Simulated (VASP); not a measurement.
## MoS2: single point with PBEsol

Crystal: MoS2.

```
CELL_PARAMETERS angstrom
3.22746 0.00000 0.00000
-1.61373 2.79507 0.00000
0.00000 0.00000 6.24935
ATOMIC_POSITIONS crystal
Mo 0.00000 0.00000 0.50000
S 0.66667 0.33333 0.74468
S 0.33333 0.66667 0.25532
```

```
Program             : VASP 6.6.1
Task                : single point
Functional          : PBEsol
Potentials or basis : VASP PAW PBE potentials, release 64 (Mo_sv, S)
Cutoff              : 520 eV
k mesh              : 8 × 8 × 4
Occupations         : fermi-dirac, width 0.05 eV
Spin                : no spin polarisation
```

```
Pressure               : -2.0 GPa
Largest force          : 0.246 eV/Å
Band gap on the k mesh : zero (band 13 reaches 7.14 eV, above the bottom of band 14 at 6.55 eV)
```

Forces on the atoms (eV/Å):
```
Mo   0.000  0.000  0.000
S    0.000  0.000  0.246
S    0.000  0.000 -0.246
```

Stress tensor (GPa, compression positive):
```
-3.39  0.00  0.00
 0.00 -3.39  0.00
 0.00  0.00  0.81
```

Levels at points of the mesh, in eV from the Fermi level:
```csv
k point,band 10,band 11,band 12,band 13,band 14,band 15,band 16,band 17
"(0.00, 0.00, 0.00)",-1.79,-1.05,-1.00,-1.00,-0.34,-0.34,3.25,3.25
"(0.50, 0.00, 0.00)",-4.18,-3.24,-1.82,-1.71,0.91,1.71,3.71,3.80
"(0.00, 0.00, 0.50)",-3.63,-1.00,-1.00,-0.42,-0.42,-0.01,3.43,3.43
"(0.50, 0.00, 0.50)",-4.24,-2.40,-2.12,-1.65,0.91,1.71,3.36,4.48
```

Run time: 20 s on 1 thread of Intel(R) Xeon(R) Platinum 8488C (Sapphire Rapids), with other jobs on the host, peak memory 0.18 GiB.

Caveat: the PAW data sets were made with another functional, which shifts forces and pressure a little; this functional lacks dispersion, which binds the layers, so the pressure and a relaxed spacing across them are unreliable.
